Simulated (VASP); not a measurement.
Input of a VASP 6.6.1 run:

INCAR

```
ALGO = Normal
EDIFF = 1E-6
ENCUT = 520
GGA = PE
ISIF = 2
ISMEAR = -1
LASPH = T
LCHARG = F
LREAL = F
LWAVE = F
NBANDS = 10
NELM = 80
PREC = Accurate
SIGMA = 0.03
```

File KPOINTS:

```
k-points
0
Gamma
  14 14 14
```

POSCAR

```
Re
1.0
    0.0000000000      2.0342500000      1.9750000000
    2.0342500000      0.0000000000      1.9750000000
    2.0342500000      2.0342500000      0.0000000000
Re
1
Direct
    0.0000000000      0.0000000000      0.0000000000
```

Potentials or basis: VASP PAW PBE potentials, release 64 (Re).

Command:

```console
$ cat potpaw_PBE.64/Re/POTCAR > POTCAR
$ mpirun -np 1 vasp_std > vasp.out
```

Question: Estimate the pressure.

Answer: -26.4 GPa.

Question: What does it give for the band gap on the k mesh?

Answer: Zero (an odd number of electrons rules out a gap without spin polarisation).

Stress tensor (GPa, compression positive):
```
-27.85   0.00   0.00
  0.00 -27.85   0.00
  0.00   0.00 -23.54
```

Caveat: the cell differs from its parent crystal (equal xx and yy strain of +3 %); the cell stands under tension; spin-orbit coupling is left out, which moves the levels of the heavy elements.
